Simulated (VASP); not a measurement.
**Mg3ZnS4: single point with PBE**

Crystal: Mg3ZnS4.

```
Mg Zn S
1.0
     3.67739    0.00000    0.00000
     0.00000    3.67739    0.00000
     0.00000    0.00000   10.39717
Mg Zn S
3 1 4
Cartesian
  0.0000 0.0000 7.8261
  0.0000 0.0000 2.5711
  1.8387 1.8387 5.1986
  1.8387 1.8387 0.0000
  0.0000 0.0000 0.0000
  1.8387 1.8387 2.5613
  0.0000 0.0000 5.1986
  1.8387 1.8387 7.8358
```

* Program: VASP 6.6.1
* Task: single point
* Functional: PBE
* Potentials or basis: VASP PAW PBE potentials, release 64 (Mg, Zn, S)
* Cutoff: 520 eV
* k mesh: 8 × 8 × 4
* Occupations: gaussian, width 0.02 eV
* Spin: no spin polarisation
* Dipole correction: no
* Further INCAR settings: ALGO = Normal; EDIFF = 1e-06; NBANDS = 31

| Item | Value |
| --- | --- |
| Pressure | -0.2 GPa |
| Largest force | 0.019 eV/Å |
| Band gap on the k mesh | 1.02 eV, indirect (least direct gap 1.61 eV) |

Forces on the atoms (eV/Å):
```
Mg   0.000  0.000 -0.004
Mg   0.000  0.000  0.004
Mg   0.000  0.000  0.000
Zn   0.000  0.000  0.000
S    0.000  0.000  0.000
S    0.000  0.000  0.019
S    0.000  0.000  0.000
S    0.000  0.000 -0.019
```

Levels at points of the mesh, in eV from the valence-band top:
```tsv
k point	band 18	band 19	band 20	band 21	band 22	band 23	band 24	band 25
(0.00, 0.00, 0.00)	-1.17	-0.30	-0.28	-0.28	1.32	3.19	4.28	4.36
(0.50, 0.00, 0.00)	-0.83	-0.80	-0.36	0.00	4.12	4.25	4.91	5.19
(0.50, 0.50, 0.00)	-2.07	-1.99	-1.99	-1.93	1.02	2.56	4.43	4.47
(0.00, 0.00, 0.50)	-0.61	-0.61	-0.58	-0.58	1.73	3.05	4.34	4.46
(0.50, 0.00, 0.50)	-0.93	-0.89	-0.82	0.00	4.69	5.06	5.08	5.14
(0.50, 0.50, 0.50)	-2.50	-2.41	-2.31	-2.29	1.74	3.27	3.55	3.59
```

Wall time 5.2 min on 1 thread of AMD EPYC 7R13 (shared host), peak memory 0.31 GiB.

A k mesh can miss the band edges. Expect the measured gap to be larger: semilocal functionals such as PBE lack the derivative discontinuity.
